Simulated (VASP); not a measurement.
# SnSe2 (P4_2/mnm) in VASP: settings compared

Aim: see how the results for SnSe2 move with the level of theory and the settings. Levels: PBE0, LDA, HSE06. Tasks: single point, relaxation of cell and atoms.

All numbers are computed with VASP 6.6.1; they aren't measurements. Logs are shortened: lines on timing, memory, paths and dates and some standing lists are left out, and cuts for length are marked.

### 1 The cell of the first run

The structure is tetragonal, space group P4_2/mnm (No. 136). The conventional cell has a = 6.502 Å, b = 6.502 Å, c = 3.954 Å, α = 90.00°, β = 90.00°, γ = 90.00°. Sn (site symmetry mmm) has 6 Se at 2.66 to 2.83 Å within 3.5 Å. Se (site symmetry m2m) has 3 Sn at 2.66 to 2.83 Å and 1 Se at 3.54 Å within 3.6 Å.

### 2 Single point, PBE0

The input, POSCAR:

```
SnSe2
1.0
    6.5024438821      0.0000000000      0.0000000000
    0.0000000000      6.5024438821      0.0000000000
    0.0000000000      0.0000000000      3.9541951906
Sn Se
2 4
Direct
    0.0000000000      0.0000000000      0.0000000000
    0.5000000000      0.5000000000      0.5000000000
    0.3072983668      0.3072983668      0.0000000000
    0.1927016332      0.8072983668      0.5000000000
    0.8072983668      0.1927016332      0.5000000000
    0.6927016332      0.6927016332      0.0000000000
```

The input, INCAR.step1:

```
ALGO = Normal
EDIFF = 1E-5
ENCUT = 520
GGA = PE
ISIF = 2
ISMEAR = 0
LASPH = T
LCHARG = F
LREAL = F
LWAVE = T
NBANDS = 35
NELM = 60
PREC = Accurate
SIGMA = 0.01
```

The input, INCAR.step2:

```
AEXX = 0.25
ALGO = Normal
EDIFF = 1E-7
ENCUT = 520
GGA = PE
ISIF = 2
ISMEAR = 0
ISTART = 1
LASPH = T
LCHARG = F
LHFCALC = T
LREAL = F
LWAVE = F
NBANDS = 35
NELM = 60
PREC = Accurate
PRECFOCK = Fast
SIGMA = 0.01
```

The input, KPOINTS:

```
k-points
0
Gamma
  2 2 4
```

Potentials or basis: VASP PAW PBE potentials, release 64 (Sn_d, Se).

On the command line:

```
cat potpaw_PBE.64/Sn_d/POTCAR potpaw_PBE.64/Se/POTCAR > POTCAR
cp INCAR.step1 INCAR
mpirun -np 1 vasp_std > vasp.out
cp INCAR.step2 INCAR
mpirun -np 1 vasp_std > vasp.out
```

OUTCAR:

```text
AEXX = 0.25
   EDIFF = 1E-7
   ENCUT = 520
   GGA = PE
   ISIF = 2
   ISMEAR = 0
   ISTART = 1
   LASPH = T
   LHFCALC = T
   LREAL = F
   NELM = 60
   PREC = Accurate
   PRECFOCK = Fast

 ion  position               nearest neighbor table
   1  0.000  0.000  0.000-   4 2.66   5 2.66   4 2.66   5 2.66   3 2.83   6 2.83
   2  0.500  0.500  0.500-   3 2.66   6 2.66   3 2.66   6 2.66   5 2.83   4 2.83
   3  0.307  0.307  0.000-   2 2.66   2 2.66   1 2.83
   4  0.193  0.807  0.500-   1 2.66   1 2.66   2 2.83
   5  0.807  0.193  0.500-   1 2.66   1 2.66   2 2.83
   6  0.693  0.693  0.000-   2 2.66   2 2.66   1 2.83

  LATTYP: Found a simple tetragonal cell.
 ALAT       =     6.5024438821
 C/A-ratio  =     0.6081090836

  Lattice vectors:

 A1 = (   6.5024438821,   0.0000000000,   0.0000000000)
 A2 = (   0.0000000000,   6.5024438821,   0.0000000000)
 A3 = (   0.0000000000,   0.0000000000,   3.9541951906)

Analysis of symmetry for initial positions (statically):
=====================================================================
 Subroutine PRICEL returns:
 Original cell was already a primitive cell.

 Routine SETGRP: Setting up the symmetry group for a
 simple tetragonal supercell.

 Subroutine GETGRP returns: Found 16 space group operations
 (whereof  8 operations were pure point group operations)
 out of a pool of 16 trial point group operations.

The static configuration has the point symmetry D_2h.
 The point group associated with its full space group is D_4h.

Analysis of symmetry for dynamics (positions and initial velocities):
=====================================================================
 Subroutine PRICEL returns:
 Original cell was already a primitive cell.

 Routine SETGRP: Setting up the symmetry group for a
 simple tetragonal supercell.

 Subroutine GETGRP returns: Found 16 space group operations
 (whereof  8 operations were pure point group operations)
 out of a pool of 16 trial point group operations.

The dynamic configuration has the point symmetry D_2h.
 The point group associated with its full space group is D_4h.

 Subroutine INISYM returns: Found 16 space group operations
 (whereof  8 operations are pure point group operations),
 and found     1 'primitive' translations

----------------------------------------------------------------------------------------

                                     Primitive cell

  volume of cell :     167.1904

  direct lattice vectors                    reciprocal lattice vectors
     6.502443882  0.000000000  0.000000000     0.153788332  0.000000000  0.000000000
     0.000000000  6.502443882  0.000000000     0.000000000  0.153788332  0.000000000
     0.000000000  0.000000000  3.954195191     0.000000000  0.000000000  0.252895963

  length of vectors
     6.502443882  6.502443882  3.954195191     0.153788332  0.153788332  0.252895963

  position of ions in fractional coordinates (direct lattice)
     0.000000000  0.000000000  0.000000000
     0.500000000  0.500000000  0.500000000
     0.307298367  0.307298367  0.000000000
     0.192701633  0.807298367  0.500000000
     0.807298367  0.192701633  0.500000000
     0.692701633  0.692701633  0.000000000

  ion indices of the primitive-cell ions
   primitive index   ion index
                 1           1
                 2           2
                 3           3
                 4           4
                 5           5
                 6           6

----------------------------------------------------------------------------------------

 KPOINTS: k-points

Automatic generation of k-mesh.
 Grid dimensions read from file:
 generate k-points for:    2    2    4

 Generating k-lattice:

  Cartesian coordinates                     Fractional coordinates (reciprocal lattice)
     0.076894166  0.000000000  0.000000000     0.500000000  0.000000000  0.000000000
     0.000000000  0.076894166  0.000000000     0.000000000  0.500000000  0.000000000
     0.000000000  0.000000000  0.063223991     0.000000000  0.000000000  0.250000000

  Length of vectors
     0.076894166  0.076894166  0.063223991

  Shift w.r.t. Gamma in fractional coordinates (k-lattice)
     0.000000000  0.000000000  0.000000000

 Subroutine IBZKPT returns following result:
 ===========================================

 Found      9 irreducible k-points:

 Following reciprocal coordinates:
            Coordinates               Weight
  0.000000  0.000000  0.000000      1.000000
  0.500000  0.000000  0.000000      2.000000
  0.500000  0.500000  0.000000      1.000000
  0.000000  0.000000  0.250000      2.000000
  0.500000  0.000000  0.250000      4.000000
  0.500000  0.500000  0.250000      2.000000
  0.000000  0.000000  0.500000      1.000000
  0.500000  0.000000  0.500000      2.000000
  0.500000  0.500000  0.500000      1.000000
   k-points           NKPTS =      9   k-points in BZ     NKDIM =     16   number of bands    NBANDS=     35
[... 74 lines left out ...]

 val. band max:        2.6476784604   @ k =   0.0000   0.0000   0.2500
 cond. band min:       3.7926269028   @ k =   0.0000   0.0000   0.0000
 fundamental gap:      1.1449484424
 Fermi energy:         2.7125087867

 k-point     1 :       0.0000    0.0000    0.0000
  band No.  band energies     occupation
      1     -21.2757      2.00000
      2     -21.2544      2.00000
      3     -21.1760      2.00000
      4     -21.1760      2.00000
      5     -21.1607      2.00000
      6     -21.1576      2.00000
[... 27 lines left out ...]
     34       9.9654      0.00000
     35      11.1229      0.00000

 k-point     2 :       0.5000    0.0000    0.0000
  band No.  band energies     occupation
      1     -21.2652      2.00000
      2     -21.2652      2.00000
      3     -21.1758      2.00000
      4     -21.1758      2.00000
      5     -21.1592      2.00000
      6     -21.1592      2.00000
[... 27 lines left out ...]
     34       9.2008      0.00000
     35      11.7145      0.00000

 k-point     3 :       0.5000    0.5000    0.0000
  band No.  band energies     occupation
      1     -21.2652      2.00000
      2     -21.2652      2.00000
      3     -21.1760      2.00000
      4     -21.1760      2.00000
      5     -21.1592      2.00000
      6     -21.1592      2.00000
[... 27 lines left out ...]
     34       9.6432      0.00000
     35      11.5332      0.00000

 k-point     4 :       0.0000    0.0000    0.2500
  band No.  band energies     occupation
      1     -21.2595      2.00000
      2     -21.2437      2.00000
      3     -21.1986      2.00000
      4     -21.1986      2.00000
      5     -21.1594      2.00000
      6     -21.1575      2.00000
[... 27 lines left out ...]
     34      10.7674      0.00000
     35      11.3088      0.00000

 k-point     5 :       0.5000    0.0000    0.2500
  band No.  band energies     occupation
      1     -21.2526      2.00000
      2     -21.2526      2.00000
      3     -21.1977      2.00000
      4     -21.1977      2.00000
      5     -21.1585      2.00000
      6     -21.1585      2.00000
[... 27 lines left out ...]
     34      10.4864      0.00000
     35      11.2443      0.00000

 k-point     6 :       0.5000    0.5000    0.2500
  band No.  band energies     occupation
      1     -21.2517      2.00000
      2     -21.2517      2.00000
      3     -21.1987      2.00000
      4     -21.1987      2.00000
      5     -21.1582      2.00000
      6     -21.1582      2.00000
[... 27 lines left out ...]
     34       9.9253      0.00000
     35      11.0773      0.00000

 k-point     7 :       0.0000    0.0000    0.5000
  band No.  band energies     occupation
      1     -21.2399      2.00000
      2     -21.2399      2.00000
      3     -21.2212      2.00000
      4     -21.2212      2.00000
      5     -21.1629      2.00000
      6     -21.1629      2.00000
[... 27 lines left out ...]
     34      10.7948      0.00000
     35      11.8272      0.00000

 k-point     8 :       0.5000    0.0000    0.5000
  band No.  band energies     occupation
      1     -21.2442      2.00000
      2     -21.2442      2.00000
      3     -21.2171      2.00000
      4     -21.2171      2.00000
      5     -21.1629      2.00000
      6     -21.1629      2.00000
[... 27 lines left out ...]
     34      10.2428      0.00000
     35      12.4709      0.00000

 k-point     9 :       0.5000    0.5000    0.5000
  band No.  band energies     occupation
      1     -21.2401      2.00000
      2     -21.2401      2.00000
      3     -21.2212      2.00000
      4     -21.2212      2.00000
      5     -21.1629      2.00000
      6     -21.1629      2.00000
[... 27 lines left out ...]
     34      11.0307      0.00000
     35      11.3395      0.00000

------------------------ aborting loop because EDIFF is reached ----------------------------------------

  FORCE on cell =-STRESS in cart. coord.  units (eV):
  Direction    XX          YY          ZZ          XY          YZ          ZX
  --------------------------------------------------------------------------------------
  -------------------------------------------------------------------------------------
  Total       -1.1536857     -1.1536857     -0.3912243      0.0000000      0.0000000      0.0000000
  in kB      -11.0557129    -11.0557129     -3.7490834      0.0000000      0.0000000      0.0000000
  external PRESSURE =      -8.6201697 kB  Pullay stress =       0.0000000 kB

 VOLUME and BASIS-vectors are now :
 -----------------------------------------------------------------------------
  energy-cutoff  :      520.00
  volume of cell :      167.19
      direct lattice vectors                 reciprocal lattice vectors
     6.502443882  0.000000000  0.000000000     0.153788332  0.000000000  0.000000000
     0.000000000  6.502443882  0.000000000     0.000000000  0.153788332  0.000000000
     0.000000000  0.000000000  3.954195191     0.000000000  0.000000000  0.252895963

 POSITION                                       TOTAL-FORCE (eV/Angst)
 -----------------------------------------------------------------------------------
      0.00000      0.00000      0.00000         0.000000      0.000000      0.000000
      3.25122      3.25122      1.97710         0.000000      0.000000      0.000000
      1.99819      1.99819      0.00000         0.080415      0.080415      0.000000
      1.25303      5.24941      1.97710        -0.080415      0.080415      0.000000
      5.24941      1.25303      1.97710         0.080415     -0.080415      0.000000
      4.50425      4.50425      0.00000        -0.080415     -0.080415      0.000000
 -----------------------------------------------------------------------------------
    total drift:                                0.000000      0.000000      0.000000

  FREE ENERGIE OF THE ION-ELECTRON SYSTEM (eV)
  ---------------------------------------------------
  free  energy   TOTEN  =       -30.9680481377 eV

  energy  without entropy=      -30.9680481377  energy(sigma->0) =      -30.96804814
```

It took 12 min on 1 thread of Intel Xeon 6975P-C (Granite Rapids), shared host; peak memory 0.29 GiB.

What came out:

```yaml
Free_energy: -30.9680 eV
Pressure: -0.9 GPa
Largest_force: 0.114 eV/Å
Band_gap_on_the_k_mesh: 1.14 eV (least direct gap 1.41 eV)
```

Forces in eV/Å, atoms in the order of the input:
```
Sn   0.000  0.000  0.000
Sn   0.000  0.000  0.000
Se   0.080  0.080  0.000
Se  -0.080  0.080  0.000
Se   0.080 -0.080  0.000
Se  -0.080 -0.080  0.000
```

Caveat: the k points lie up to 0.48 Å⁻¹ apart; the structure was generated, so it needn't be the stable form of SnSe2; the PAW data sets were made with another functional, which shifts forces and pressure a little; spin-orbit coupling is left out, which moves the levels of the heavy elements. A k mesh can miss the band edges.

### 3 Relaxation of cell and atoms, LDA

This run uses another cell than the first one, of 28.93 Å³/atom.

The input, INCAR:

```
SYSTEM = SnSe2
ALGO = Normal ; EDIFF = 1E-7
EDIFFG = -0.005 ; ENCUT = 600
GGA = CA ; IBRION = 2
ISIF = 3 ; ISMEAR = -1
LASPH = .TRUE. ; LCHARG = .FALSE.
LREAL = .FALSE. ; LWAVE = .FALSE.
NELM = 60 ; NSW = 80
PREC = Accurate ; SIGMA = 0.02
```

The input, KPOINTS:

```
k-points
0
G
  4 4 6
  0 0 0
```

The input, POSCAR:

```
SnSe2
1.0
    6.5776880365      0.0000000000      0.0000000000
    0.0000000000      6.5776880365      0.0000000000
    0.0000000000      0.0000000000      4.0126018055
Sn Se
2 4
Direct
    0.0000000000      0.0000000000      0.0000000000
    0.5000000000      0.5000000000      0.5000000000
    0.3070040500      0.3070040500      0.0000000000
    0.1929959500      0.8070040500      0.5000000000
    0.8070040500      0.1929959500      0.5000000000
    0.6929959500      0.6929959500      0.0000000000
```

Potentials or basis: VASP PAW LDA potentials, release 64 (Sn_d, Se).

On the command line:

```
cat potpaw_LDA.64/Sn_d/POTCAR potpaw_LDA.64/Se/POTCAR > POTCAR
mpirun -np 1 vasp_std > vasp.out
```

It took 8.2 min on 1 thread of Oxide Virtual Turin-like, shared host; peak memory 0.29 GiB.

It converged, with:

| Property | Result |
| --- | --- |
| Free energy | -26.3316 eV |
| Relaxed volume | 26.73 Å³/atom |
| Relaxed cell | a = 6.355 Å, b = 6.355 Å, c = 3.971 Å, α = 90.00°, β = 90.00°, γ = 90.00° |
| Space group after relaxing (to 0.1 Å) | P4_2/mnm (No. 136) |
| Energy gained by relaxing | 26.5 meV/atom |
| Ionic steps | 9 |
| Pressure after relaxing | 0.0 GPa |
| Largest force after relaxing | 0.005 eV/Å |
| Band gap on the k mesh | zero (bands 26 and 27 overlap by 0.03 eV) |

Forces in eV/Å, atoms in the order of the input:
```
Sn   0.000  0.000  0.000
Sn   0.000  0.000  0.000
Se  -0.003 -0.003  0.000
Se   0.003 -0.003  0.000
Se  -0.003  0.003  0.000
Se   0.003  0.003  0.000
```

The path:
| step | energy change (eV) | largest force (eV/Å) | pressure (GPa) | volume (Å³) |
| --- | --- | --- | --- | --- |
| 1 | 0.0000 | 0.0830 | -3.69 | 173.61 |
| 2 | -0.1098 | 0.3451 | 2.02 | 157.39 |
| 3 | -0.1410 | 0.1932 | -0.06 | 162.25 |
| 4 | -0.1502 | 0.1228 | -0.04 | 161.60 |
| 5 | -0.1580 | 0.0327 | 0.10 | 160.17 |
| 6 | -0.1580 | 0.0233 | 0.08 | 160.26 |
| 7 | -0.1585 | 0.0196 | -0.09 | 160.66 |
| 8 | -0.1585 | 0.0194 | -0.10 | 160.69 |
| 9 | -0.1587 | 0.0049 | 0.01 | 160.38 |

Final structure:
```
CELL_PARAMETERS angstrom
6.35518 0.00000 0.00000
0.00000 6.35518 0.00000
0.00000 0.00000 3.97097
ATOMIC_POSITIONS crystal
Sn 0.00000 0.00000 0.00000
Sn 0.50000 0.50000 0.50000
Se 0.30474 0.30474 0.00000
Se 0.19526 0.80474 0.50000
Se 0.80474 0.19526 0.50000
Se 0.69526 0.69526 0.00000
```

Levels at points of the mesh, in eV from the Fermi level:
```
           k point  band 22  band 23  band 24  band 25  band 26  band 27  band 28  band 29  band 30  band 31
(0.00, 0.00, 0.00)    -1.42    -1.08    -1.08    -0.35    -0.35     0.40     1.20     2.28     2.28     3.31
(0.50, 0.00, 0.00)    -2.11    -0.93    -0.93    -0.49    -0.49     0.54     0.54     2.95     2.95     3.86
(0.50, 0.50, 0.00)    -1.73    -1.16    -1.16    -1.08    -1.08     0.56     0.56     3.49     3.49     4.80
(0.00, 0.00, 0.50)    -2.91    -1.53    -1.53    -1.37    -1.37     0.81     0.81     4.98     4.98     6.02
(0.50, 0.00, 0.50)    -2.10    -0.89    -0.89    -0.76    -0.76     1.54     1.54     2.13     2.13     5.41
(0.50, 0.50, 0.50)    -2.82    -0.97    -0.97    -0.72    -0.72     0.21     0.21     4.41     4.51     4.51
```

Caveat: the structure was generated, so it needn't be the stable form of SnSe2; semilocal functionals underestimate gaps, and a narrow one can read as zero; spin-orbit coupling is left out, which moves the levels of the heavy elements.

### 4 Single point, HSE06

The input, POSCAR:

```
SnSe2
1.0
    6.5024438821      0.0000000000      0.0000000000
    0.0000000000      6.5024438821      0.0000000000
    0.0000000000      0.0000000000      3.9541951906
Sn Se
2 4
Direct
    0.0000000000      0.0000000000      0.0000000000
    0.5000000000      0.5000000000      0.5000000000
    0.3072983668      0.3072983668      0.0000000000
    0.1927016332      0.8072983668      0.5000000000
    0.8072983668      0.1927016332      0.5000000000
    0.6927016332      0.6927016332      0.0000000000
```

The input, INCAR.step1:

```
SYSTEM = SnSe2
  PREC = Accurate
  ENCUT = 520
  EDIFF = 1E-5
  ISMEAR = -1
  SIGMA = 0.02
  LREAL = .FALSE.
  LASPH = .TRUE.
  NELM = 100
  ALGO = Normal
  ISIF = 2
  LWAVE = .TRUE.
  LCHARG = .FALSE.
  NBANDS = 35
  GGA = PE
```

The input, INCAR.step2:

```
SYSTEM = SnSe2
  PREC = Accurate
  ENCUT = 520
  EDIFF = 1E-6
  ISMEAR = -1
  SIGMA = 0.02
  LREAL = .FALSE.
  LASPH = .TRUE.
  NELM = 100
  ALGO = Normal
  ISIF = 2
  LWAVE = .FALSE.
  LCHARG = .FALSE.
  GGA = PE
  LHFCALC = .TRUE.
  HFSCREEN = 0.2079
  PRECFOCK = Fast
  NBANDS = 35
  ISTART = 1
```

The input, KPOINTS:

```
Automatic mesh
0
G
  2 2 4
  0 0 0
```

Potentials or basis: VASP PAW PBE potentials, release 64 (Sn_d, Se).

On the command line:

```
cat potpaw_PBE.64/Sn_d/POTCAR potpaw_PBE.64/Se/POTCAR > POTCAR
cp INCAR.step1 INCAR
mpirun -np 1 vasp_std > vasp.out
cp INCAR.step2 INCAR
mpirun -np 1 vasp_std > vasp.out
```

Wall time 36 min (1 thread of Oxide Virtual Turin-like, shared host); peak memory 0.35 GiB.

The run converged. Its results:

- Free energy: -27.8031 eV
- Pressure: -0.6 GPa
- Largest force: 0.107 eV/Å
- Band gap on the k mesh: 0.54 eV (least direct gap 0.78 eV)

Forces in eV/Å, atoms in the order of the input:
```
Sn   0.000  0.000  0.000
Sn   0.000  0.000  0.000
Se   0.076  0.076  0.000
Se  -0.076  0.076  0.000
Se   0.076 -0.076  0.000
Se  -0.076 -0.076  0.000
```

Stress tensor (GPa, compression positive):
```
-0.88  0.00  0.00
 0.00 -0.88  0.00
 0.00  0.00 -0.04
```

Levels at points of the mesh, in eV from the valence-band top:
```csv
k point,band 23,band 24,band 25,band 26,band 27,band 28,band 29,band 30
"(0.00, 0.00, 0.00)",-0.74,-0.72,-0.23,-0.23,0.54,2.34,3.51,3.51
"(0.50, 0.00, 0.00)",-0.61,-0.61,-0.40,-0.40,1.34,1.34,4.22,4.22
"(0.50, 0.50, 0.00)",-1.02,-1.02,-0.80,-0.80,1.50,1.50,4.70,4.70
"(0.00, 0.00, 0.50)",-1.33,-1.33,-1.28,-1.28,1.76,1.76,5.77,5.77
"(0.50, 0.00, 0.50)",-0.78,-0.78,-0.59,-0.59,2.39,2.39,3.04,3.04
"(0.50, 0.50, 0.50)",-0.93,-0.93,-0.65,-0.65,1.18,1.18,5.41,5.41
```

Caveat: the k points lie up to 0.48 Å⁻¹ apart; the structure was generated, so it needn't be the stable form of SnSe2; the PAW data sets were made with another functional, which shifts forces and pressure a little; spin-orbit coupling is left out, which moves the levels of the heavy elements. A k mesh can miss the band edges.

### 5 Overview

```csv
task,level,potentials or basis,cell,k mesh,cutoff (eV),smearing,grid for exact exchange (PRECFOCK),share of exact exchange,screening parameter,gap on the mesh (eV),pressure (GPa),largest force (eV/Å)
single point,PBE0,"VASP PAW PBE potentials, release 64 (Sn_d, Se)","a = 6.502, b = 6.502, c = 3.954 Å, 6 atoms, atomic positions A",2 × 2 × 4,520,gaussian 0.01 eV,Fast,0.25,-,1.14,-0.9,0.11
relaxation of cell and atoms,LDA,"VASP PAW LDA potentials, release 64 (Sn_d, Se)","relaxed from a = 6.578, b = 6.578, c = 4.013 Å, 6 atoms, atomic positions B",4 × 4 × 6,600,fermi-dirac 0.02 eV,-,-,-,none,0.0,-
single point,HSE06,"VASP PAW PBE potentials, release 64 (Sn_d, Se)","a = 6.502, b = 6.502, c = 3.954 Å, 6 atoms, atomic positions A",2 × 2 × 4,520,fermi-dirac 0.02 eV,Fast,0.25,0.2079 1/Å,0.54,-0.6,0.11
```

Alike in all rows: no spin polarisation.

Caveats: some runs use coarse meshes; the structure was generated, so it needn't be the stable form of SnSe2; spin-orbit coupling is left out, which moves the levels of the heavy elements; the PAW data sets were made with another functional, which shifts forces and pressure a little (at least some runs); semilocal functionals underestimate gaps, and a narrow one can read as zero (at least some runs).

Absolute energies hang on the potentials; compare differences alone.

The gap in the log of VASP goes by the Fermi energy; the results here count the filled bands.